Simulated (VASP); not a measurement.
# C: single point with r2SCAN

C:

```
C
1.0
    -0.01298    1.78495    1.78495
     1.78495   -0.01298    1.78495
     1.78495    1.78495   -0.01298
C
2
Direct
  0.99995 0.99995 0.99995
  0.25005 0.25005 0.25005
```

This cell differs from its parent crystal: epitaxial 111 strain +1.0%.

```json
{
  "Program": "VASP 6.6.1",
  "Task": "single point",
  "Functional": "r2SCAN",
  "Potentials or basis": "VASP PAW PBE potentials, release 64 (C_h)",
  "Cutoff": "1430 eV",
  "k mesh": "12 × 12 × 12",
  "Occupations": "gaussian, width 0.01 eV",
  "Spin": "no spin polarisation"
}
```

```yaml
Pressure: -8.8 GPa
Band_gap_on_the_k_mesh: 4.33 eV (least direct gap 5.73 eV)
```

Stress tensor (GPa, compression positive):
```
-8.79  4.09  4.09
 4.09 -8.79  4.09
 4.09  4.09 -8.79
```

Levels at points of the mesh, in eV from the valence-band top:
| k point | band 1 | band 2 | band 3 | band 4 | band 5 | band 6 | band 7 | band 8 | band 9 |
| --- | --- | --- | --- | --- | --- | --- | --- | --- | --- |
| (0.00, 0.00, 0.00) | -22.49 | -0.01 | -0.01 | 0.00 | 5.73 | 5.73 | 6.04 | 13.53 | 20.21 |
| (0.50, 0.00, 0.00) | -16.68 | -13.87 | -2.92 | -2.89 | 8.76 | 8.85 | 9.17 | 16.60 | 22.97 |
| (0.50, 0.50, 0.00) | -13.52 | -13.43 | -6.64 | -6.49 | 4.84 | 5.14 | 17.67 | 17.71 | 24.28 |
| (0.50, 0.50, 0.50) | -16.47 | -13.89 | -3.04 | -3.04 | 8.70 | 8.78 | 8.78 | 16.56 | 23.01 |

It took 3.1 min on 1 thread of Intel(R) Xeon(R) Platinum 8259CL CPU @ 2.50GHz (Skylake/Cascade Lake) (shared host), peak memory 0.23 GiB.

Caveat: the cell differs from its parent crystal (epitaxial 111 strain +1.0%); the cell stands under tension; the PAW data sets were made with another functional, which shifts forces and pressure a little. A k mesh can miss the band edges.
